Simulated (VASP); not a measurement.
Crystal: BeTe.

```
Be Te
1.0
     0.00000    2.83187    2.83187
     2.83187    0.00000    2.83187
     2.83187    2.83187    0.00000
Be Te
1 1
Cartesian
  0.0000 0.0000 0.0000
  1.4159 1.4159 1.4159
```

| Item | Value |
| --- | --- |
| Program | VASP 6.6.1 |
| Task | relaxation of cell and atoms |
| Functional | PBEsol |
| Potentials or basis | VASP PAW PBE potentials, release 64 (Be, Te) |
| Cutoff | 600 eV |
| k mesh | 8 × 8 × 8 |
| Occupations | fermi-dirac, width 0.02 eV |
| Spin | no spin polarisation |

At the start: pressure -1.6 GPa; volume 22.71 Å³/atom.

**Question.** Where does the relaxation end?

**Answer.** Over 3 steps the energy falls by 3.1 meV/atom and the volume is 22.10 Å³/atom (-2.7 %); space group F-43m (No. 216, to 0.05 Å).

The path:
| step | energy change (eV) | largest force (eV/Å) | pressure (GPa) | volume (Å³) |
| --- | --- | --- | --- | --- |
| 1 | 0.0000 | 0.0000 | -1.56 | 45.42 |
| 2 | -0.0059 | 0.0000 | 0.29 | 43.98 |
| 3 | -0.0061 | 0.0000 | 0.01 | 44.19 |

Final structure:
```
Be Te
1.0
     0.00000    2.80612    2.80612
     2.80612    0.00000    2.80612
     2.80612    2.80612    0.00000
Be Te
1 1
Direct
  0.00000 0.00000 0.00000
  0.25000 0.25000 0.25000
```

Caveat: the PAW data sets were made with another functional, which shifts forces and pressure a little.
